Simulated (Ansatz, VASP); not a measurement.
**One calculation of HgTe, two programs**

File INCAR:

```
SYSTEM = HgTe
ALGO     = Normal         ! electronic algorithm
EDIFF    = 1E-6           ! SCF threshold, eV
EDIFFG   = -0.005         ! ionic threshold
ENCUT    = 600            ! plane-wave cutoff, eV
GGA      = PE             ! functional
IBRION   = 2              ! ionic algorithm
ISIF     = 3              ! what is computed and relaxed
ISMEAR   = 0              ! smearing method
LASPH    = .True.         ! aspherical terms in the spheres
LCHARG   = .False.        ! write CHGCAR
LREAL    = .False.        ! projectors in reciprocal space
LWAVE    = .False.        ! write WAVECAR
NELM     = 60             ! most SCF steps
NSW      = 100            ! ionic steps
PREC     = Accurate       ! precision mode
SIGMA    = 0.1            ! smearing width, eV
```

Contents of KPOINTS:

```
k-points
0
Gamma
  12 12 12
  0 0 0
```

Contents of POSCAR:

```
HgTe
1.0
    0.0000000000      3.2235000000      3.2235000000
    3.2235000000      0.0000000000      3.2235000000
    3.2235000000      3.2235000000      0.0000000000
Hg Te
1 1
Direct
    0.0000000000      0.0000000000      0.0000000000
    0.7500000000      0.7500000000      0.7500000000
```

Input for Ansatz:

```yaml
crystal:
  lattice:
    - [0.0, 3.2235, 3.2235]
    - [3.2235, 0.0, 3.2235]
    - [3.2235, 3.2235, 0.0]
  atoms:
    - { symbol: Hg, position: [0.0, 0.0, 0.0] }
    - { symbol: Te, position: [0.75, 0.75, 0.75] }
basis:
  ecutwfc: 420
kpoints:
  mp_grid: { grid: [12, 12, 12] }
hamiltonian:
  xc: pbe
scf:
  occupations: { method: gaussian, width: 0.1 }
output:
  forces: true
  stress: true
  eigenvalues: true
  write_density: true
  write_potential: true
  elf: true
  volumetric_format: npy
relax:
  adjacent_minimum: "off"
  f_tol: 0.005
  max_steps: 80
  cell: { stress_tol: 0.05 }
```

Alike in both runs: task relaxation of cell and atoms; functional PBE; k mesh 12 × 12 × 12; occupations gaussian, width 0.1 eV; no spin polarisation.

```csv
,VASP,Ansatz
version,VASP 6.6.1,Ansatz 0.2.0
potentials or method,"VASP PAW PBE potentials, release 64 (Hg, Te), cutoff 600 eV","scalar-relativistic, plane waves, PAW"
valence electrons in the cell,18,36
```

VASP gave:

- gap on the k mesh at the Fermi level, each at its own relaxed structure (eV): none
- relaxed volume (Å³/atom): 36.81
- relaxed length of the cell vector where the two differ most in proportion (Å): 4.704

Which values does Ansatz return?

gap on the k mesh at the Fermi level, each at its own relaxed structure (eV): none; relaxed volume (Å³/atom): 36.75; relaxed length of the cell vector where the two differ most in proportion (Å): 4.702.

A gap of «none» marks a metal or a gap that the smearing closes. VASP's potentials hold 18 valence electrons a cell and Ansatz's 36, so a difference there can come from the potentials and not from the codes.

Spin-orbit coupling is off throughout.
